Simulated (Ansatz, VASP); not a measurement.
# One calculation of P, two programs

```
CELL_PARAMETERS angstrom
1.64774 -5.46504 0.00000
1.64774 5.46504 0.00000
0.00000 0.00000 4.54364
ATOMIC_POSITIONS crystal
P 0.40414 0.59586 0.91118
P 0.59586 0.40414 0.08882
P 0.09586 0.90414 0.41118
P 0.90414 0.09586 0.58882
```

Alike in both runs: task electric field gradients; functional PBE; k mesh 10 × 10 × 7; occupations fermi-dirac, width 0.05 eV; no spin polarisation.

|  | VASP | Ansatz |
| --- | --- | --- |
| version | VASP 6.6.1 | Ansatz 0.2.0 |
| potentials or method | VASP PAW PBE potentials, release 64 (P) | plane-wave PAW, scalar-relativistic |
| plane-wave cutoff (eV) | 520 | 420 |
| valence electrons in the cell | 20 | 20 |

```tsv
	VASP	Ansatz	Ansatz less VASP
pressure (GPa)	1.7	2.0	+0.34
traceless stress, the component that is largest in VASP (GPa)	-0.23	-0.23	0.000
rms of the force components (eV/Å)	0.167	0.196	+0.0294
size of Vzz on the site where it differs most (V/Å²)	77.7	80.4	+2.63
```

Atom by atom the forces differ by 0.031 eV/Å (rms over components).
